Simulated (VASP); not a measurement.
Here is a VASP 6.6.1 calculation.

The input INCAR:

```
  ALGO = Normal
  EDIFF = 1E-6
  ENCUT = 520
  GGA = CA
  ISIF = 2
  ISMEAR = -1
  LASPH = True
  LCHARG = False
  LREAL = False
  LWAVE = False
  NBANDS = 11
  NELM = 100
  PREC = Accurate
  SIGMA = 0.08
```

The input KPOINTS:

```
k-points
0
Gamma
  17 17 17
```

Contents of POSCAR:

```
Hf
1.0
   -1.4523930662      1.4523930662      1.4523930662
    1.4523930662     -1.4523930662      1.4523930662
    1.4523930662      1.4523930662     -1.4523930662
Hf
1
Direct
    0.0000000000      0.0000000000      0.0000000000
```

Potentials or basis: VASP PAW LDA potentials, release 64 (Hf_pv).

Launch:

```console
$ cat potpaw_LDA.64/Hf_pv/POTCAR > POTCAR
$ mpirun -np 1 vasp_std > vasp.out
```

Q: What does it give for the band gap on the k mesh?

A: Zero (band 5 reaches 11.06 eV, above the bottom of band 6 at 8.43 eV).

Q: What does it give for the pressure?

A: 142.9 GPa.

Caveat: spin-orbit coupling is left out, which moves the levels of the heavy elements.
